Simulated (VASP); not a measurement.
# CsI (Pm-3m) in VASP: notebook, part 2 of 2

VASP 6.6.1. The steps go on from the part before.

## 4. Electric field gradients, LDA (volume scaled by 0.96)

File INCAR:

```
SYSTEM = CsI
PREC = Accurate
ENCUT = 400
EDIFF = 1E-8
ISMEAR = -1
SIGMA = 0.01
LREAL = .False.
LASPH = .True.
NELM = 120
ALGO = Normal
ISIF = 2
LWAVE = .False.
LCHARG = .False.
LEFG = .True.
NBANDS = 15
GGA_COMPAT = .False.
```

File KPOINTS:

```
Automatic mesh
0
Gamma
  7 7 7
  0 0 0
```

File POSCAR:

```
CsI
1.0
    4.5049802719      0.0000000000      0.0000000000
    0.0000000000      4.5049802719      0.0000000000
    0.0000000000      0.0000000000      4.5049802719
Cs I
1 1
Direct
    0.0000000000      0.0000000000      0.0000000000
    0.5000000000      0.5000000000      0.5000000000
```

Potentials or basis: VASP PAW LDA potentials, release 64 (Cs_sv, I).

On the command line:

```console
$ cat potpaw_LDA.64/Cs_sv/POTCAR potpaw_LDA.64/I/POTCAR > POTCAR
$ mpirun -np 1 vasp_std > vasp.out
```

OUTCAR:

```text
SYSTEM = CsI
   PREC = Accurate
   ENCUT = 400
   EDIFF = 1E-8
   ISMEAR = -1
   LREAL = .False.
   LASPH = .True.
   NELM = 120
   ISIF = 2

 ion  position               nearest neighbor table
   1  0.000  0.000  0.000-
   2  0.500  0.500  0.500-

  LATTYP: Found a simple cubic cell.
 ALAT       =     4.5049802719

  Lattice vectors:

 A1 = (   4.5049802719,   0.0000000000,   0.0000000000)
 A2 = (   0.0000000000,   4.5049802719,   0.0000000000)
 A3 = (   0.0000000000,   0.0000000000,   4.5049802719)

Analysis of symmetry for initial positions (statically):
=====================================================================
 Subroutine PRICEL returns:
 Original cell was already a primitive cell.

 Routine SETGRP: Setting up the symmetry group for a
 simple cubic supercell.

 Subroutine GETGRP returns: Found 48 space group operations
[... 9 lines left out ...]

 Routine SETGRP: Setting up the symmetry group for a
 simple cubic supercell.

 Subroutine GETGRP returns: Found 48 space group operations
[... 11 lines left out ...]
                                     Primitive cell

  volume of cell :      91.4279

  direct lattice vectors                    reciprocal lattice vectors
     4.504980272  0.000000000  0.000000000     0.221976555  0.000000000  0.000000000
     0.000000000  4.504980272  0.000000000     0.000000000  0.221976555  0.000000000
     0.000000000  0.000000000  4.504980272     0.000000000  0.000000000  0.221976555

  length of vectors
     4.504980272  4.504980272  4.504980272     0.221976555  0.221976555  0.221976555

  position of ions in fractional coordinates (direct lattice)
     0.000000000  0.000000000  0.000000000
     0.500000000  0.500000000  0.500000000

  ion indices of the primitive-cell ions
   primitive index   ion index
                 1           1
                 2           2

----------------------------------------------------------------------------------------

 KPOINTS: Automatic mesh

Automatic generation of k-mesh.
 Grid dimensions read from file:
 generate k-points for:    7    7    7

 Generating k-lattice:

  Cartesian coordinates                     Fractional coordinates (reciprocal lattice)
     0.031710936  0.000000000  0.000000000     0.142857143  0.000000000  0.000000000
     0.000000000  0.031710936  0.000000000     0.000000000  0.142857143  0.000000000
     0.000000000  0.000000000  0.031710936     0.000000000  0.000000000  0.142857143

  Length of vectors
     0.031710936  0.031710936  0.031710936

  Shift w.r.t. Gamma in fractional coordinates (k-lattice)
     0.000000000  0.000000000  0.000000000

 Subroutine IBZKPT returns following result:
 ===========================================

 Found     20 irreducible k-points:

 Following reciprocal coordinates:
            Coordinates               Weight
  0.000000  0.000000  0.000000      1.000000
  0.142857  0.000000  0.000000      6.000000
  0.285714  0.000000  0.000000      6.000000
  0.428571  0.000000  0.000000      6.000000
  0.142857  0.142857  0.000000     12.000000
  0.285714  0.142857  0.000000     24.000000
[... 49 lines left out ...]
   IALGO  =     38    algorithm
   IMIX   =      4    mixing-type and parameters
     AMIX     =   0.40;   BMIX     =  1.00
     AMIX_MAG =   1.60;   BMIX_MAG =  1.00
  volume/ion in A,a.u.               =      45.71       308.49
  Fermi-wavevector in a.u.,A,eV,Ry     =   0.915704  1.730430 11.408681  0.838514
  Thomas-Fermi vector in A             =   2.040476
   LORBIT       =      0    0 simple, 1 ext, 2 COOP (PROOUT), +10 PAW based schemes
   GGA     = CA    functional components
   LHFCALC =     F    Hartree Fock is set to
   AEXX    =    0.0000 exact exchange contribution
   IVDW    =     0    specifies the selected vdW correction
   LEPSILON=     F    determine dielectric tensor
   LRPA    =     F    only Hartree local field effects (RPA)
 non-spin polarized calculation
  energy-cutoff  :      400.00
  volume of cell :       91.43
 maximum number of plane-waves:      1677
 NGX is ok and might be reduce to    30
   NGX = 15   NGY = 15   NGZ = 15

 number of electron      15.9999998 magnetization

 Free energy of the ion-electron system (eV)
  ---------------------------------------------------
  ext. energy  EPLUGINS =         0.00000000
  ---------------------------------------------------
  free energy    TOTEN  =        -6.16972576 eV

  energy without entropy =       -6.16972576  energy(sigma->0) =       -6.16972576

 E-fermi :   1.1363     XC(G=0):  -8.2477

 val. band max:        0.8814571614   @ k =   0.4286   0.4286   0.0000
 cond. band min:       4.5877771392   @ k =   0.0000   0.0000   0.0000
 fundamental gap:      3.7063199778
 Fermi energy:         1.1362534926

 k-point     1 :       0.0000    0.0000    0.0000
  band No.  band energies     occupation
      1     -19.3799      2.00000
      2      -9.8743      2.00000
      3      -6.0720      2.00000
      4      -6.0720      2.00000
      5      -6.0720      2.00000
      6       0.8282      2.00000
      7       0.8282      2.00000
      8       0.8282      2.00000
      9       4.5878      0.00000
     10       4.8088      0.00000
     11       4.8088      0.00000
     12       8.6740      0.00000
     13       8.6740      0.00000
     14       8.6740      0.00000
[... 329 lines left out ...]
      2      -9.5845      2.00000
      3      -6.3715      2.00000
      4      -6.3599      2.00000
      5      -6.3599      2.00000
      6      -0.4756      2.00000
      7      -0.4756      2.00000
      8      -0.3828      2.00000
      9       7.2704      0.00000
     10       7.7321      0.00000
     11       7.7321      0.00000
     12       8.8485      0.00000
     13       8.8890      0.00000
     14       8.8890      0.00000
     15      11.0282      0.00000

------------------------ aborting loop because EDIFF is reached ----------------------------------------

  FORCE on cell =-STRESS in cart. coord.  units (eV):
  Direction    XX          YY          ZZ          XY          YZ          ZX
  --------------------------------------------------------------------------------------
  -------------------------------------------------------------------------------------
  Total       -0.5329812     -0.5329812     -0.5329812     -0.0000000      0.0000000     -0.0000000
  in kB       -9.3399335     -9.3399335     -9.3399335     -0.0000000      0.0000000     -0.0000000
  external PRESSURE =      -9.3399335 kB  Pullay stress =       0.0000000 kB

 VOLUME and BASIS-vectors are now :
 -----------------------------------------------------------------------------
  energy-cutoff  :      400.00
  volume of cell :       91.43
      direct lattice vectors                 reciprocal lattice vectors
     4.504980272  0.000000000  0.000000000     0.221976555  0.000000000  0.000000000
     0.000000000  4.504980272  0.000000000     0.000000000  0.221976555  0.000000000
     0.000000000  0.000000000  4.504980272     0.000000000  0.000000000  0.221976555

 POSITION                                       TOTAL-FORCE (eV/Angst)
 -----------------------------------------------------------------------------------
      0.00000      0.00000      0.00000         0.000000      0.000000      0.000000
      2.25249      2.25249      2.25249         0.000000      0.000000      0.000000
 -----------------------------------------------------------------------------------
    total drift:                                0.000000     -0.000000     -0.000000

  FREE ENERGIE OF THE ION-ELECTRON SYSTEM (eV)
  ---------------------------------------------------
  free  energy   TOTEN  =        -6.1697257642 eV

  energy  without entropy=       -6.1697257642  energy(sigma->0) =       -6.16972576

 Electric field gradients (V/A^2)
---------------------------------------------------------------------
 ion       V_xx      V_yy      V_zz      V_xy      V_xz      V_yz
---------------------------------------------------------------------
   1      -0.000     0.000     0.000     0.000     0.000     0.000
   2      -0.000    -0.000    -0.000    -0.000     0.000     0.000
---------------------------------------------------------------------

 Electric field gradients after diagonalization (V/A^2)
 (convention: |V_zz| > |V_xx| > |V_yy|)
----------------------------------------------------------------------
 ion       V_xx      V_yy      V_zz     asymmetry (V_yy - V_xx)/ V_zz
----------------------------------------------------------------------
   1      -0.000     0.000     0.000       0.752
   2      -0.000    -0.000    -0.000      -0.162
----------------------------------------------------------------------

           NMR quadrupolar parameters

 Cq : quadrupolar parameter    Cq=e*Q*V_zz/h
 eta: asymmetry parameters     (V_yy - V_xx)/ V_zz
 Q  : nuclear electric quadrupole moment in mb (millibarn)
----------------------------------------------------------------------
 ion       Cq(MHz)       eta       Q (mb)
----------------------------------------------------------------------
   1       0.000       0.752       1.000
   2      -0.000      -0.162       1.000
----------------------------------------------------------------------
```

Wall time 20 s (1 thread of Intel Xeon 6975P-C, shared host); peak memory 0.15 GiB.

What came out:

```
Free energy            : -6.1697 eV
Pressure               : -0.9 GPa
Band gap on the k mesh : 3.71 eV, indirect (least direct gap 3.76 eV)
```

Caveat: without QUAD_EFG the Cq values of the log hold for a quadrupole moment of 1 mb, not for the nuclei; spin-orbit coupling is left out, which moves the levels of the heavy elements.
